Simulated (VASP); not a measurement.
TaN (a.f), 2 atoms in the cell. Symmetry: Fm-3m, No. 225, cubic system. The conventional cell has a = 4.375 Å, b = 4.375 Å, c = 4.375 Å, α = 90.00°, β = 90.00°, γ = 90.00°. Ta (site symmetry m-3m) has 6 N at 2.19 Å within 2.9 Å. Within 2.9 Å of N (site symmetry m-3m) lie 6 Ta at 2.19 Å. 

| Item | Value |
| --- | --- |
| Program | VASP 6.6.1 |
| Task | single point |
| Functional | PBEsol |
| Potentials or basis | VASP PAW PBE potentials, release 64 (Ta_pv, N) |
| Cutoff | 600 eV |
| k mesh | 16 × 16 × 16 |
| Occupations | gaussian, width 0.1 eV |
| Spin | no spin polarisation |
| Dipole correction | no |
| Further INCAR settings | ALGO = Normal; EDIFF = 1e-06; NBANDS = 15 |

Potentials or basis: VASP PAW PBE potentials, release 64 (Ta_pv, N).

The run is started by

```console
$ cat potpaw_PBE.64/Ta_pv/POTCAR potpaw_PBE.64/N/POTCAR > POTCAR
$ mpirun -np 1 vasp_std > vasp.out
```

Hardware: 1 thread of AMD EPYC 7R43 64-Core Processor (Zen 3) (shared host).

Task: Estimate the wall time of this run.

Result: It took 68 s on 1 thread of AMD EPYC 7R43 64-Core Processor (Zen 3), on a shared host, peak memory 0.17 GiB. Counts: scf iterations 13, k points 145.
